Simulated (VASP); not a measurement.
# TiAl3 (I4/mmm) in VASP: a series of runs

TiAl3 is run at these levels: r2SCAN; tasks: single point.

Everything below comes from runs of VASP 6.6.1. Logs are shortened: lines on timing, memory, paths and dates and some standing lists are left out, and cuts for length are marked.

## (1) The cell of the first run

Symmetry: I4/mmm, No. 139, tetragonal system. The conventional cell has a = 3.939 Å, b = 3.939 Å, c = 8.450 Å, α = 90.00°, β = 90.00°, γ = 90.00°. Ti (site symmetry 4/mmm) has 12 Al at 2.79 to 2.89 Å within 3.7 Å. Within 3.7 Å of Al (site symmetry 4/mmm) lie 4 Ti at 2.79 Å and 8 Al at 2.89 Å. Within 3.7 Å of Al (site symmetry -4m2) lie 8 Al at 2.79 to 2.89 Å and 4 Ti at 2.89 Å.

## (2) Single point, r2SCAN (biaxial strain in the a-b plane: +3.0 %, then relaxed in part)

POSCAR reads:

```
TiAl3
1.0
    3.9387207318      0.0000000000      0.0000000000
    0.0000000000      3.9387207318      0.0000000000
    0.0000000000      0.0000000000      8.4499995611
Ti Al
2 6
Direct
    0.0000000000      0.0000000000      0.0000000000
    0.5000000000      0.5000000000      0.5000000000
    0.5000000000      0.5000000000      0.0000000000
    0.0000000000      0.5000000000      0.2500000000
    0.5000000000      0.0000000000      0.2500000000
    0.0000000000      0.0000000000      0.5000000000
    0.5000000000      0.0000000000      0.7500000000
    0.0000000000      0.5000000000      0.7500000000
```

INCAR.step1 reads:

```
  ALGO = Normal
  EDIFF = 1E-4
  ENCUT = 520
  GGA = PE
  ISMEAR = 0
  LASPH = T
  LCHARG = F
  LREAL = F
  LWAVE = T
  NBANDS = 31
  NELM = 100
  PREC = Accurate
  SIGMA = 0.1
```

INCAR.step2 reads:

```
  ALGO = Normal
  EDIFF = 1E-7
  ENCUT = 520
  ISIF = 2
  ISMEAR = 0
  ISTART = 1
  LASPH = T
  LCHARG = T
  LELF = T
  LMIXTAU = T
  LREAL = F
  LVHAR = T
  LWAVE = F
  METAGGA = R2SCAN
  NBANDS = 31
  NELM = 100
  PREC = Accurate
  SIGMA = 0.1
```

KPOINTS reads:

```
k-points
0
Gamma
  10 10 4
```

Potentials or basis: VASP PAW PBE potentials, release 64 (Ti_sv, Al).

Started as:

```bash
> cat potpaw_PBE.64/Ti_sv/POTCAR potpaw_PBE.64/Al/POTCAR > POTCAR
> cp INCAR.step1 INCAR
> mpirun -np 1 vasp_std > vasp.out
> cp INCAR.step2 INCAR
> mpirun -np 1 vasp_std > vasp.out
```

OUTCAR:

```text
EDIFF = 1E-7
   ENCUT = 520
   ISIF = 2
   ISMEAR = 0
   ISTART = 1
   LASPH = T
   LREAL = F
   METAGGA = R2SCAN
   NELM = 100
   PREC = Accurate

 ion  position               nearest neighbor table
   1  0.000  0.000  0.000-   3 2.79   3 2.79   3 2.79   3 2.79   8 2.89   4 2.89   4 2.89   8 2.89
                             5 2.89   5 2.89   7 2.89   7 2.89
   2  0.500  0.500  0.500-   6 2.79   6 2.79   6 2.79   6 2.79   8 2.89   5 2.89   5 2.89   7 2.89
                             4 2.89   4 2.89   8 2.89   7 2.89
   3  0.500  0.500  0.000-   1 2.79   1 2.79   1 2.79   1 2.79   8 2.89   4 2.89   5 2.89   7 2.89
                             5 2.89   4 2.89   8 2.89   7 2.89
   4  0.000  0.500  0.250-   5 2.79   5 2.79   5 2.79   5 2.79   6 2.89   1 2.89   2 2.89   6 2.89
                             2 2.89   3 2.89   3 2.89   1 2.89
   5  0.500  0.000  0.250-   4 2.79   4 2.79   4 2.79   4 2.79   6 2.89   2 2.89   3 2.89   2 2.89
                             1 2.89   3 2.89   6 2.89   1 2.89
   6  0.000  0.000  0.500-   2 2.79   2 2.79   2 2.79   2 2.79   8 2.89   4 2.89   4 2.89   8 2.89
                             5 2.89   5 2.89   7 2.89   7 2.89
   7  0.500  0.000  0.750-   8 2.79   8 2.79   8 2.79   8 2.79   1 2.89   2 2.89   3 2.89   2 2.89
                             1 2.89   6 2.89   3 2.89   6 2.89
   8  0.000  0.500  0.750-   7 2.79   7 2.79   7 2.79   7 2.79   1 2.89   1 2.89   6 2.89   2 2.89
                             2 2.89   3 2.89   3 2.89   6 2.89

  LATTYP: Found a simple tetragonal cell.
 ALAT       =     3.9387207318
 C/A-ratio  =     2.1453665128

  Lattice vectors:

 A1 = (   3.9387207318,   0.0000000000,   0.0000000000)
 A2 = (   0.0000000000,   3.9387207318,   0.0000000000)
 A3 = (   0.0000000000,   0.0000000000,   8.4499995611)

Analysis of symmetry for initial positions (statically):
=====================================================================
 Subroutine PRICEL returns following result:

  LATTYP: Found a body centered tetragonal cell.
 ALAT       =     3.9387207318
 C/A-ratio  =     2.1453665128

  Lattice vectors:

 A1 = (   1.9693603659,  -1.9693603659,  -4.2249997805)
 A2 = (  -1.9693603659,   1.9693603659,  -4.2249997806)
 A3 = (   1.9693603659,   1.9693603659,   4.2249997806)

   2 primitive cells build up your supercell.

 Routine SETGRP: Setting up the symmetry group for a
 simple tetragonal supercell.

 Subroutine GETGRP returns: Found 16 space group operations
 (whereof 16 operations were pure point group operations)
 out of a pool of 16 trial point group operations.

The static configuration has the point symmetry D_4h.

Analysis of symmetry for dynamics (positions and initial velocities):
=====================================================================
 Subroutine PRICEL returns following result:

  LATTYP: Found a body centered tetragonal cell.
 ALAT       =     3.9387207318
 C/A-ratio  =     2.1453665128

  Lattice vectors:

 A1 = (   1.9693603659,  -1.9693603659,  -4.2249997805)
 A2 = (  -1.9693603659,   1.9693603659,  -4.2249997806)
 A3 = (   1.9693603659,   1.9693603659,   4.2249997806)

   2 primitive cells build up your supercell.

 Routine SETGRP: Setting up the symmetry group for a
 simple tetragonal supercell.

 Subroutine GETGRP returns: Found 16 space group operations
 (whereof 16 operations were pure point group operations)
 out of a pool of 16 trial point group operations.

The dynamic configuration has the point symmetry D_4h.

 Subroutine INISYM returns: Found 16 space group operations
 (whereof 16 operations are pure point group operations),
 and found     2 'primitive' translations

----------------------------------------------------------------------------------------

                                     Primitive cell

  volume of cell :      65.5446

  direct lattice vectors                    reciprocal lattice vectors
     1.969360366 -1.969360366 -4.224999781     0.253889541  0.000000000 -0.118343201
    -1.969360366  1.969360366 -4.224999781     0.000000000  0.253889541 -0.118343201
     1.969360366  1.969360366  4.224999781     0.253889541  0.253889541  0.000000000

  length of vectors
     5.060373864  5.060373864  5.060373864     0.280116070  0.280116070  0.359054033

  position of ions in fractional coordinates (direct lattice)
     0.000000000  0.000000000  0.000000000
     0.500000000  0.500000000  0.000000000
     0.750000000  0.250000000  0.500000000
     0.250000000  0.750000000  0.500000000

  ion indices of the primitive-cell ions
   primitive index   ion index
                 1           1
                 2           6
                 3           4
                 4           5

----------------------------------------------------------------------------------------

 KPOINTS: k-points

Automatic generation of k-mesh.
 Grid dimensions read from file:
 generate k-points for:   10   10    4

 Generating k-lattice:

  Cartesian coordinates                     Fractional coordinates (reciprocal lattice)
     0.025388954  0.000000000  0.000000000     0.100000000  0.000000000  0.000000000
     0.000000000  0.025388954  0.000000000     0.000000000  0.100000000  0.000000000
     0.000000000  0.000000000  0.029585800     0.000000000  0.000000000  0.250000000

  Length of vectors
     0.025388954  0.025388954  0.029585800

  Shift w.r.t. Gamma in fractional coordinates (k-lattice)
     0.000000000  0.000000000  0.000000000

 Subroutine IBZKPT returns following result:
 ===========================================

 Found     63 irreducible k-points:

 Following reciprocal coordinates:
            Coordinates               Weight
  0.000000  0.000000  0.000000      1.000000
  0.100000  0.000000  0.000000      4.000000
  0.200000  0.000000  0.000000      4.000000
  0.300000  0.000000  0.000000      4.000000
  0.400000  0.000000  0.000000      4.000000
  0.500000  0.000000  0.000000      2.000000
[... 16 lines left out ...]
  0.100000  0.000000  0.250000      8.000000
  0.200000  0.000000  0.250000      8.000000
 [... further k-points ...]
   k-points           NKPTS =     63   k-points in BZ     NKDIM =     63   number of bands    NBANDS=     31
   number of dos      NEDOS =    301   number of ions     NIONS =      8
   total plane-waves  NPLWV =  57600
   dimension x,y,z NGX =    30 NGY =   30 NGZ =   64
   dimension x,y,z NGXF=    60 NGYF=   60 NGZF=  128
   ions per type =               2   6
   NGX,Y,Z   is equivalent  to a cutoff of  12.66, 12.66, 12.59 a.u.
   NGXF,Y,Z  is equivalent  to a cutoff of  25.32, 25.32, 25.18 a.u.
 SYSTEM =  unknown system
   PREC   = accura    normal or accurate (medium, high low for compatibility)
   ISTART =      1    job   : 0-new  1-cont  2-samecut
   ICHARG =      0    charge: 1-file 2-atom 10-const
   ISPIN  =      1    spin polarized calculation?
   LNONCOLLINEAR =      F non collinear calculations
   LSORBIT =      F    spin-orbit coupling
   LASPH  =      T    aspherical Exc in radial PAW
   ENCUT  =  520.0 eV  38.22 Ry    6.18 a.u.   7.32  7.32 15.71*2*pi/ulx,y,z
   NELM   =    100;   NELMIN=  2; NELMDL=  0     # of ELM steps
   EDIFF  = 0.1E-06   stopping-criterion for ELM
   LREAL  =      F    real-space projection
   EDIFFG = 0.1E-05   stopping-criterion for IOM
   NSW    =      0    number of steps for IOM
   IBRION =     -1    ionic relax: 0-MD 1-quasi-New 2-CG
   NFREE  =      0    steps in history (QN), initial steepest desc. (CG)
   ISIF   =      2    stress and relaxation
   ISYM   =      2    0-nonsym 1-usesym 2-fastsym
   POTIM  = 0.5000    time-step for ionic-motion
   TEBEG  =    0.0;   TEEND  =   0.0 temperature during run
   PSTRESS=    0.0 pullay stress
   NELECT =      42.0000    total number of electrons
   NUPDOWN=      -1.0000    fix difference up-down
   EMIN   =  10.00;   EMAX   =-10.00  energy-range for DOS
   EFERMI =   0.00;   METHOD = LEGACY
   ISMEAR =     0;   SIGMA  =   0.10  broadening in eV -4-tet -1-fermi 0-gaus
   EFERMI_NEDOS =   21; number of points for ismear=-14 and -15
   IALGO  =     38    algorithm
   IMIX   =      4    mixing-type and parameters
     AMIX     =   0.40;   BMIX     =  1.00
     AMIX_MAG =   1.60;   BMIX_MAG =  1.00
  volume/ion in A,a.u.               =      16.39       110.58
  Fermi-wavevector in a.u.,A,eV,Ry     =   1.120217  2.116904 17.073769  1.254887
  Thomas-Fermi vector in A             =   2.256862
   LORBIT       =      0    0 simple, 1 ext, 2 COOP (PROOUT), +10 PAW based schemes
   METAGGA = R2SCAN    functional components
   LHFCALC =     F    Hartree Fock is set to
   AEXX    =    0.0000 exact exchange contribution
   IVDW    =     0    specifies the selected vdW correction
   LEPSILON=     F    determine dielectric tensor
   LRPA    =     F    only Hartree local field effects (RPA)
 non-spin polarized calculation
 Gauss-broadening in eV      SIGMA  =   0.10
  energy-cutoff  :      520.00
  volume of cell :      131.09
 maximum number of plane-waves:      3563
 NGX is ok and might be reduce to    30
   NGX = 15   NGY = 15   NGZ = 31

 number of electron      41.9999992 magnetization

 Free energy of the ion-electron system (eV)
  ---------------------------------------------------
  ext. energy  EPLUGINS =         0.00000000
  ---------------------------------------------------
  free energy    TOTEN  =       -69.63287801 eV

  energy without entropy =      -69.60991386  energy(sigma->0) =      -69.62139594

 E-fermi :   7.9057     XC(G=0): -11.3599

 val. band max:        7.9007693379   @ k =   0.0000   0.0000   0.5000
 cond. band min:       7.9094094067   @ k =   0.5000   0.1000   0.2500
 fundamental gap:      0.0086400687
 Fermi energy:         7.9056524282

 k-point     1 :       0.0000    0.0000    0.0000
  band No.  band energies     occupation
      1     -51.0586      2.00000
      2     -51.0585      2.00000
      3     -26.3238      2.00000
      4     -26.3238      2.00000
      5     -26.3235      2.00000
      6     -26.3235      2.00000
[... 23 lines left out ...]
     30      11.8276      0.00000
     31      11.8276      0.00000
[... 751 lines left out ...]
      1     -51.0583      2.00000
      2     -51.0582      2.00000
      3     -26.3310      2.00000
      4     -26.3308      2.00000
      5     -26.3232      2.00000
      6     -26.3230      2.00000
[... 23 lines left out ...]
     30      11.7702      0.00000
     31      12.1698      0.00000

 [... further k-points ...]

------------------------ aborting loop because EDIFF is reached ----------------------------------------

  FORCE on cell =-STRESS in cart. coord.  units (eV):
  Direction    XX          YY          ZZ          XY          YZ          ZX
  --------------------------------------------------------------------------------------
  -------------------------------------------------------------------------------------
  Total       -6.0056449     -6.0056449     -0.0811644      0.0000000      0.0000000      0.0000000
  in kB      -73.4012018    -73.4012018     -0.9919944      0.0000000      0.0000000      0.0000000
  external PRESSURE =     -49.2647993 kB  Pullay stress =       0.0000000 kB

 VOLUME and BASIS-vectors are now :
 -----------------------------------------------------------------------------
  energy-cutoff  :      520.00
  volume of cell :      131.09
      direct lattice vectors                 reciprocal lattice vectors
     3.938720732  0.000000000  0.000000000     0.253889541  0.000000000  0.000000000
     0.000000000  3.938720732  0.000000000     0.000000000  0.253889541  0.000000000
     0.000000000  0.000000000  8.449999561     0.000000000  0.000000000  0.118343201

 POSITION                                       TOTAL-FORCE (eV/Angst)
 -----------------------------------------------------------------------------------
      0.00000      0.00000      0.00000         0.000000      0.000000     -0.000000
      1.96936      1.96936      4.22500        -0.000000     -0.000000      0.000000
      1.96936      1.96936      0.00000         0.000000      0.000000      0.000000
      0.00000      1.96936      2.11250         0.000000      0.000000      0.000000
      1.96936      0.00000      2.11250         0.000000      0.000000     -0.000000
      0.00000      0.00000      4.22500         0.000000      0.000000     -0.000000
      1.96936      0.00000      6.33750         0.000000      0.000000      0.000000
      0.00000      1.96936      6.33750         0.000000      0.000000     -0.000000
 -----------------------------------------------------------------------------------
    total drift:                                0.000000      0.000000      0.000000

  FREE ENERGIE OF THE ION-ELECTRON SYSTEM (eV)
  ---------------------------------------------------
  free  energy   TOTEN  =       -69.6328780109 eV

  energy  without entropy=      -69.6099138599  energy(sigma->0) =      -69.62139594
```

Wall time 21 min (1 thread of Intel Xeon Platinum 8259CL at 2.50GHz (Skylake/Cascade Lake), shared host); peak memory 0.38 GiB.

What came out:

* Free energy: -69.6329 eV
* Pressure: -4.9 GPa
* Band gap on the k mesh: zero (bands 21 and 22 overlap by 2.08 eV)

Stress tensor (GPa, compression positive):
```
-7.34  0.00  0.00
 0.00 -7.34  0.00
 0.00  0.00 -0.10
```

Levels at points of the mesh, in eV from the Fermi level:
| k point | band 17 | band 18 | band 19 | band 20 | band 21 | band 22 | band 23 | band 24 | band 25 | band 26 |
| --- | --- | --- | --- | --- | --- | --- | --- | --- | --- | --- |
| (0.00, 0.00, 0.00) | -1.42 | -1.31 | -1.31 | -0.26 | 0.72 | 0.72 | 0.77 | 0.93 | 1.45 | 1.45 |
| (0.50, 0.00, 0.00) | -0.92 | -0.92 | -0.87 | -0.87 | 0.11 | 0.11 | 1.84 | 1.84 | 2.35 | 2.35 |
| (0.50, 0.50, 0.00) | -3.07 | -3.07 | -2.22 | -2.22 | -0.90 | -0.90 | 1.74 | 1.74 | 2.00 | 2.00 |
| (0.00, 0.00, 0.50) | -1.38 | -1.38 | 0.00 | 0.00 | 0.85 | 0.85 | 1.06 | 1.06 | 1.06 | 1.06 |
| (0.50, 0.00, 0.50) | -1.25 | -1.25 | -0.12 | -0.12 | 0.45 | 0.45 | 1.84 | 1.84 | 1.86 | 1.86 |
| (0.50, 0.50, 0.50) | -1.93 | -1.93 | -1.93 | -1.93 | -1.06 | -1.06 | 0.97 | 0.97 | 1.77 | 1.77 |

Caveat: the cell differs from its parent crystal (biaxial strain in the a-b plane: +3.0 %, then relaxed in part); the stress differs along the axes, from -7 to -0 GPa; the PAW data sets were made with another functional, which shifts forces and pressure a little.

## (3) Single point, r2SCAN (strain along c alone, the other axes held: -3.0 %)

Changes to POSCAR since step 2:

```diff
@@ -2,5 +2,5 @@
 1.0
-    3.9387207318      0.0000000000      0.0000000000
-    0.0000000000      3.9387207318      0.0000000000
-    0.0000000000      0.0000000000      8.4499995611
+    3.8240007107      0.0000000000      0.0000000000
+    0.0000000000      3.8240007107      0.0000000000
+    0.0000000000      0.0000000000      8.3069151731
 Ti Al
```

INCAR.step1 reads:

```
SYSTEM = TiAl3
PREC = Accurate ; ENCUT = 520
ISMEAR = 0 ; SIGMA = 0.1
LREAL = .False. ; LASPH = .True.
NELM = 100 ; NBANDS = 31
GGA = PE ; ALGO = Normal
EDIFF = 1E-4 ; LWAVE = .True.
LCHARG = .False.
```

INCAR.step2 reads:

```
SYSTEM = TiAl3
PREC = Accurate ; ENCUT = 520
EDIFF = 1E-6 ; ISMEAR = 0
SIGMA = 0.1 ; LREAL = .False.
LASPH = .True. ; NELM = 100
ALGO = Normal ; ISIF = 2
LWAVE = .False. ; LCHARG = .False.
METAGGA = R2SCAN ; LMIXTAU = .True.
NBANDS = 31 ; ISTART = 1
```

KPOINTS reads:

```
Automatic mesh
0
Gamma
  10 10 4
  0 0 0
```

Potentials or basis: VASP PAW PBE potentials, release 64 (Ti_sv, Al).

Started as:

```bash
> cat potpaw_PBE.64/Ti_sv/POTCAR potpaw_PBE.64/Al/POTCAR > POTCAR
> cp INCAR.step1 INCAR
> mpirun -np 1 vasp_std > vasp.out
> cp INCAR.step2 INCAR
> mpirun -np 1 vasp_std > vasp.out
```

Run time: 10 min. Hardware: 1 thread of AMD EPYC 9R45 (Zen 5), shared host; peak memory 0.32 GiB.

The run converged. Its results:

* Free energy: -69.7323 eV
* Pressure: 3.6 GPa
* Band gap on the k mesh: zero (bands 21 and 22 overlap by 2.26 eV)

Stress tensor (GPa, compression positive):
```
1.57 0.00 0.00
0.00 1.57 0.00
0.00 0.00 7.60
```

Levels at points of the mesh, in eV from the Fermi level:
| k point | band 17 | band 18 | band 19 | band 20 | band 21 | band 22 | band 23 | band 24 | band 25 | band 26 |
| --- | --- | --- | --- | --- | --- | --- | --- | --- | --- | --- |
| (0.00, 0.00, 0.00) | -1.46 | -1.22 | -1.22 | -0.29 | 0.77 | 0.77 | 0.86 | 1.02 | 1.67 | 1.67 |
| (0.50, 0.00, 0.00) | -1.03 | -1.03 | -0.97 | -0.97 | 0.17 | 0.17 | 2.07 | 2.07 | 2.55 | 2.55 |
| (0.50, 0.50, 0.00) | -3.11 | -3.11 | -2.28 | -2.28 | -1.00 | -1.00 | 1.96 | 1.96 | 2.24 | 2.24 |
| (0.00, 0.00, 0.50) | -1.36 | -1.36 | -0.05 | -0.05 | 0.94 | 0.94 | 1.20 | 1.20 | 1.20 | 1.20 |
| (0.50, 0.00, 0.50) | -1.27 | -1.27 | -0.18 | -0.18 | 0.52 | 0.52 | 2.05 | 2.05 | 2.07 | 2.07 |
| (0.50, 0.50, 0.50) | -2.01 | -2.01 | -2.01 | -2.01 | -1.10 | -1.10 | 1.02 | 1.02 | 1.98 | 1.98 |

Caveat: the cell differs from its parent crystal (strain along c alone, the other axes held: -3.0 %); the stress differs along the axes, from 2 to 8 GPa; the PAW data sets were made with another functional, which shifts forces and pressure a little.

(Part 1 of 2 ends here.)

The gap in the log of VASP goes by the Fermi energy; the results here count the filled bands.